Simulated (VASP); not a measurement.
A run of VASP 6.6.1 is set up as follows.

File POSCAR:

```
PbS
1.0
    0.0000000000      3.3336625667      3.3336625667
    3.3336625667      0.0000000000      3.3336625667
    3.3336625667      3.3336625667      0.0000000000
Pb S
1 1
Direct
    0.0000000000      0.0000000000      0.0000000000
    0.2500000000      0.2500000000      0.2500000000
```

INCAR.step1

```
SYSTEM = PbS
PREC = Accurate
ENCUT = 520
ISMEAR = 0
SIGMA = 0.01
LREAL = .FALSE.
LASPH = .TRUE.
NELM = 80
NBANDS = 17
GGA = PE
ALGO = Normal
EDIFF = 1E-4
LWAVE = .TRUE.
LCHARG = .FALSE.
```

File INCAR.step2:

```
SYSTEM = PbS
PREC = Accurate
ENCUT = 520
EDIFF = 1E-6
ISMEAR = 0
SIGMA = 0.01
LREAL = .FALSE.
LASPH = .TRUE.
NELM = 80
ALGO = Normal
ISIF = 2
LWAVE = .FALSE.
LCHARG = .FALSE.
METAGGA = R2SCAN
LMIXTAU = .TRUE.
NBANDS = 17
ISTART = 1
```

Contents of KPOINTS:

```
regular mesh
0
G
  6 6 6
  0 0 0
```

Potentials or basis: VASP PAW PBE potentials, release 64 (Pb_d, S).

Launch:

```console
$ cat potpaw_PBE.64/Pb_d/POTCAR potpaw_PBE.64/S/POTCAR > POTCAR
$ cp INCAR.step1 INCAR
$ mpirun -np 1 vasp_std > vasp.out
$ cp INCAR.step2 INCAR
$ mpirun -np 1 vasp_std > vasp.out
```

Problem. Predict the band gap on the k mesh.

Solution. 1.14 eV, indirect (least direct gap 1.49 eV).

Problem. Estimate the pressure.

Solution. -1.1 GPa.

Caveat: the PAW data sets were made with another functional, which shifts forces and pressure a little; spin-orbit coupling is left out, which moves the levels of the heavy elements. A k mesh can miss the band edges.
